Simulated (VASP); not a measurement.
A run of VASP 6.6.1:

File INCAR:

```
PREC = Accurate
ENCUT = 520
EDIFF = 1E-7
ISMEAR = 0
SIGMA = 0.15
LREAL = False
LASPH = True
NELM = 60
ALGO = Normal
ISIF = 2
LWAVE = False
LCHARG = False
GGA = PE
NBANDS = 24
```

The input KPOINTS:

```
regular mesh
0
Gamma
  18 18 8
```

POSCAR

```
TaN
1.0
    3.0204398139      0.0000000000      0.0000000000
   -1.5102199070      2.6157776094      0.0000000000
    0.0000000000      0.0000000000      5.8480162527
Ta N
2 2
Direct
    0.3333333333      0.6666666667      0.0304880884
    0.6666666667      0.3333333333      0.5304880884
    0.3333333333      0.6666666667      0.3545119116
    0.6666666667      0.3333333333      0.8545119116
```

Potentials or basis: VASP PAW PBE potentials, release 64 (Ta_pv, N).

The run is started by

```sh
$ cat potpaw_PBE.64/Ta_pv/POTCAR potpaw_PBE.64/N/POTCAR > POTCAR
$ mpirun -np 1 vasp_std > vasp.out
```

Hardware: 1 thread of Intel(R) Xeon(R) 6975P-C (Granite Rapids) (shared host).

Question: Estimate the wall time of this run.

Answer: Wall time 70 s on 1 thread of Intel(R) Xeon(R) 6975P-C (Granite Rapids) (shared host), peak memory 0.3 GiB. Counts: scf iterations 15, k points 185.
